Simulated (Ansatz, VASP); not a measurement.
**TaN in VASP and in Ansatz**

Contents of INCAR:

```
ALGO     = Normal         # electronic algorithm
EDIFF    = 1E-6           # SCF threshold, eV
ENCUT    = 600            # plane-wave cutoff, eV
GGA      = PS             # functional
GGA_COMPAT= False        
ISIF     = 2              # what is computed and relaxed
ISMEAR   = -1             # smearing method
LASPH    = True           # aspherical terms in the spheres
LCHARG   = True           # write CHGCAR
LELF     = True           # ELF
LREAL    = False          # projectors in reciprocal space
LVHAR    = True         
LWAVE    = False          # write WAVECAR
NBANDS   = 24             # bands
NELM     = 120            # most SCF steps
PREC     = Accurate       # precision mode
SIGMA    = 0.01           # smearing width, eV
```

Contents of KPOINTS:

```
k-points
0
Gamma
  9 9 5
```

Contents of POSCAR:

```
TaN
1.0
    2.9890010687      0.0000000000      0.0000000000
   -1.4945005344      2.5885508575      0.0000000000
    0.0000000000      0.0000000000      4.9400000000
Ta N
2 2
Direct
    0.3333333333      0.6666666667      0.0000000000
    0.6666666667      0.3333333333      0.5000000000
    0.3333333333      0.6666666667      0.3850000000
    0.6666666667      0.3333333333      0.8850000000
```

Input for Ansatz:

```yaml
crystal:
  lattice:
    - [2.9890010687, 0.0, 0.0]
    - [-1.4945005344, 2.5885508575, 0.0]
    - [0.0, 0.0, 4.94]
  atoms:
    - { symbol: Ta, position: [0.3333333333, 0.6666666667, 0.0] }
    - { symbol: Ta, position: [0.6666666667, 0.3333333333, 0.5] }
    - { symbol: "N", position: [0.3333333333, 0.6666666667, 0.385] }
    - { symbol: "N", position: [0.6666666667, 0.3333333333, 0.885] }
kpoints:
  mp_grid: { grid: [9, 9, 5] }
  band_path:
    path:
      - [0.0, 0.0, 0.0]
      - [0.5, 0.0, 0.0]
      - [0.3333333333, 0.3333333333, 0.0]
      - [0.0, 0.0, 0.0]
      - [0.0, 0.0, 0.5]
      - [0.5, 0.0, 0.5]
      - [0.3333333333, 0.3333333333, 0.5]
      - [0.0, 0.0, 0.5]
      - [0.5, 0.0, 0.5]
    npoints: 5
scf:
  occupations: { method: fermi_dirac, width: 0.01 }
hamiltonian:
  xc: pbesol
  pseudopotentials: { kind: all_electron, lapw: { basis_error: 0.001 } }
output:
  forces: true
  stress: true
  eigenvalues: true
```

Change from the starting cell: equal xx and yy strain of -2 %.

Alike in both runs: task single point; functional PBEsol; k mesh 9 × 9 × 5; occupations fermi-dirac, width 0.01 eV; no spin polarisation.

|  | VASP | Ansatz |
| --- | --- | --- |
| version | VASP 6.6.1 | Ansatz 0.2.0 |
| potentials or method | VASP PAW PBE potentials, release 64 (Ta_pv, N), cutoff 600 eV | all-electron LAPW, scalar-relativistic |

```csv
,VASP,Ansatz,Ansatz less VASP
pressure (GPa),162.2,155.1,-7.10
"traceless stress, the component that is largest in VASP (GPa)",-28.79,-27.60,+1.195
rms of the force components (eV/Å),2.051,1.991,-0.0601
```

VASP's potentials were made for PBE, not for PBEsol. Atom by atom the forces differ by 0.060 eV/Å (rms over components). Both programs put the cell under a high pressure, so it lies far from rest at this level. Ansatz ran all-electron here, and VASP with PAW potentials.

Spin-orbit coupling is off throughout. Noted on VASP's run: the cell as given lies far from equilibrium.
